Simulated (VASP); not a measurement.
A run of VASP 6.6.1 is set up as follows.

INCAR

```
SYSTEM = InP
PREC = Accurate ; ENCUT = 500
EDIFF = 1E-6 ; ISMEAR = 0
SIGMA = 0.02 ; LREAL = .FALSE.
LASPH = .TRUE. ; NELM = 120
ALGO = Normal ; ISIF = 2
LWAVE = .FALSE. ; LCHARG = .FALSE.
GGA = PS ; NBANDS = 16
GGA_COMPAT = .FALSE.
```

The input KPOINTS:

```
regular mesh
0
G
  10 10 10
  0 0 0
```

Contents of POSCAR:

```
InP
1.0
    0.0000000000      2.9392576381      2.9392576381
    2.9392576381      0.0000000000      2.9392576381
    2.9392576381      2.9392576381      0.0000000000
In P
1 1
Direct
    0.0000000000      0.0000000000      0.0000000000
    0.7500000000      0.7500000000      0.7500000000
```

Potentials or basis: VASP PAW PBE potentials, release 64 (In_d, P).

Launch:

```bash
$ cat potpaw_PBE.64/In_d/POTCAR potpaw_PBE.64/P/POTCAR > POTCAR
$ mpirun -np 1 vasp_std > vasp.out
```

Task: Estimate the band gap on the k mesh.

Result: 0.57 eV, direct.

Task: What does it give for the pressure?

Result: 0.0 GPa.

Caveat: the PAW data sets were made with another functional, which shifts forces and pressure a little; spin-orbit coupling is left out, which moves the levels of the heavy elements. As with any semilocal functional, this PBEsol gap is likely too small.
